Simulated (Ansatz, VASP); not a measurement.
## One calculation of Te, two programs

```xyz
3
Lattice="4.2966 0.0000 0.0000 -2.1483 3.7210 0.0000 0.0000 0.0000 5.9041" Properties=species:S:1:pos:R:3 pbc="T T T"
Te   -0.9215    3.7210    1.9680
Te    3.6832    1.0625    3.9361
Te    1.5349    2.6585    5.9041
```

Alike in both runs: functional LDA; k mesh 5 × 5 × 3; occupations fermi-dirac, width 0.05 eV; no spin polarisation.

Ansatz relaxed the structure, and its values are those at the end. VASP's run is a single point on that final structure, the one shown.

|  | VASP | Ansatz |
| --- | --- | --- |
| version | VASP 6.6.1 | Ansatz 0.2.0 |
| potentials or method | VASP PAW LDA potentials, release 64 (Te), cutoff 520 eV | plane waves (420 eV) with PAW, scalar-relativistic |
| valence electrons in the cell | 18 | 48 |

VASP gave:

- pressure (GPa): 0.1
- rms of the force components (eV/Å): 0.013

Q: What did Ansatz give for the same quantities?

A: Pressure (GPa): 0.0; rms of the force components (eV/Å): 0.000.

Ansatz warns that its potentials were made for another functional, while VASP's fit it. LDA's correlation is that of Perdew and Zunger in VASP and of Perdew and Wang (1992) in Ansatz. VASP's potentials hold 18 valence electrons a cell and Ansatz's 48, so a difference there can come from the potentials and not from the codes.

Neither program's run includes spin-orbit coupling.
